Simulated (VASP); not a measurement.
Crystal: Ni.

```xyz
1
Lattice="0.0000 1.7724 1.7724 1.7724 0.0000 1.7724 1.7724 1.7724 0.0000" Properties=species:S:1:pos:R:3 pbc="T T T"
Ni    0.0000    0.0000    0.0000
```

Base run:

| Quantity | Value |
| --- | --- |
| Program | VASP 6.6.1 |
| Functional | PBE |
| Potentials or basis | VASP PAW PBE potentials, release 64 (Ni) |
| Cutoff | 520 eV |
| k mesh | 15 × 15 × 15 |
| Occupations | fermi-dirac, width 0.05 eV |
| Spin | collinear spin, ferromagnetic start |
| Starting moments | [1.7] μB |
| Fixed moment | 1.7 μB |

Its results: pressure 11.4 GPa; site moments Ni +1.61 μB.

**Question.** After a change of settings the same cell gave: pressure -1.4 GPa; site moments Ni +0.97 μB. Which change was it?
A. fixed moment from 1.7 μB to 0.49 μB; moments at the start from [1.7] to [0.49]
B. fixed moment from 1.7 μB to 0.73 μB; moments at the start from [1.7] to [0.73]
C. fixed moment from 1.7 μB to none; moments at the start from [1.7] to [0.2]
D. fixed moment from 1.7 μB to 0.97 μB; moments at the start from [1.7] to [0.97]

**Answer.** D.

Caveats: the total moment is fixed, so each spin has its own Fermi level.
